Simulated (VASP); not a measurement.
A run of VASP 6.6.1:

POSCAR

```
BiTe
1.0
    0.0000000000      3.2259759175      3.2259759175
    3.2259759175      0.0000000000      3.2259759175
    3.2259759175      3.2259759175      0.0000000000
Bi Te
1 1
Direct
    0.0000000000      0.0000000000      0.0000000000
    0.5000000000      0.5000000000      0.5000000000
```

The input INCAR.step1:

```
ALGO = Normal ; EDIFF = 1E-4
ENCUT = 520 ; GGA = PE
ISMEAR = -1 ; LASPH = True
LCHARG = False ; LREAL = False
LWAVE = True ; NBANDS = 18
NELM = 60 ; PREC = Accurate
SIGMA = 0.05
```

Contents of INCAR.step2:

```
ALGO = Normal ; EDIFF = 1E-8
ENCUT = 520 ; ISIF = 2
ISMEAR = -1 ; ISTART = 1
LASPH = True ; LCHARG = False
LEFG = True ; LMIXTAU = True
LREAL = False ; LWAVE = False
METAGGA = R2SCAN ; NBANDS = 18
NELM = 60 ; PREC = Accurate
SIGMA = 0.05
```

The input KPOINTS:

```
k-points
0
Gamma
  10 10 10
```

Potentials or basis: VASP PAW PBE potentials, release 64 (Bi_d, Te).

Launch:

```bash
$ cat potpaw_PBE.64/Bi_d/POTCAR potpaw_PBE.64/Te/POTCAR > POTCAR
$ cp INCAR.step1 INCAR
$ mpirun -np 1 vasp_std > vasp.out
$ cp INCAR.step2 INCAR
$ mpirun -np 1 vasp_std > vasp.out
```

Hardware: 1 thread of Intel(R) Xeon(R) Platinum 8488C (Sapphire Rapids) (shared host).

Q: Estimate the wall time of this run.

A: Wall time 3.1 min on 1 thread of Intel(R) Xeon(R) Platinum 8488C (Sapphire Rapids) (shared host), peak memory 0.24 GiB. Counts: k points 47.
